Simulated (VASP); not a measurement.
A run of VASP 6.6.1 is set up as follows.

The input INCAR:

```
PREC     = Accurate       # precision mode
ENCUT    = 600            # plane-wave cutoff, eV
EDIFF    = 1E-6           # SCF threshold, eV
ISMEAR   = -1             # smearing method
SIGMA    = 0.05           # smearing width, eV
LREAL    = F              # projectors in reciprocal space
LASPH    = T              # aspherical terms in the spheres
NELM     = 60             # most SCF steps
ALGO     = Normal         # electronic algorithm
ISIF     = 3              # what is computed and relaxed
LWAVE    = F              # write WAVECAR
LCHARG   = F              # write CHGCAR
GGA      = PS             # functional
IBRION   = 2              # ionic algorithm
NSW      = 60             # ionic steps
EDIFFG   = -0.01          # ionic threshold
```

The input KPOINTS:

```
Automatic mesh
0
Gamma
  9 9 9
```

Contents of POSCAR:

```
SrO
1.0
    0.0000000000      2.5663000000      2.5663000000
    2.5663000000      0.0000000000      2.5663000000
    2.5663000000      2.5663000000      0.0000000000
Sr O
1 1
Direct
    0.5000000000      0.5000000000      0.5000000000
    0.0000000000      0.0000000000      0.0000000000
```

Potentials or basis: VASP PAW PBE potentials, release 64 (Sr_sv, O).

Run with:

```console
$ cat potpaw_PBE.64/Sr_sv/POTCAR potpaw_PBE.64/O/POTCAR > POTCAR
$ mpirun -np 1 vasp_std > vasp.out
```

Question: What does it give for the band gap on the k mesh?

Answer: 3.21 eV, indirect (least direct gap 3.30 eV).

Final structure:
```
Sr O
1.0
     0.00000    2.56630    2.56630
     2.56630    0.00000    2.56630
     2.56630    2.56630    0.00000
Sr O
1 1
Direct
  0.50000 0.50000 0.50000
  0.00000 0.00000 0.00000
```

Caveat: the relaxation stopped at its first step, so nothing moved. PBEsol gaps usually lie below the measured ones, often by a third to a half.
